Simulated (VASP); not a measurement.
Rh:

```
Rh
1.0
     0.00000    1.89785    1.89785
     1.89785    0.00000    1.89785
     1.89785    1.89785    0.00000
Rh
1
Direct
  0.00000 0.00000 0.00000
```

Program: VASP 6.6.1. Alike in all runs: task single point; no spin polarisation; cell as given; k mesh 9 × 9 × 9; cutoff (eV) 500; smearing fermi-dirac 0.05 eV.

Question: Order these runs on this cell by their pressure, lowest first.
A. level LDA; potentials or basis VASP PAW LDA potentials, release 64 (Rh_pv)
B. level BLYP; potentials or basis VASP PAW PBE potentials, release 64 (Rh_pv)
C. level revPBE; potentials or basis VASP PAW PBE potentials, release 64 (Rh_pv)

Answer: A (-8.8 GPa), C (11.1 GPa), B (22.3 GPa).

Caveats: the PAW data sets were made with another functional, which shifts forces and pressure a little (some runs).
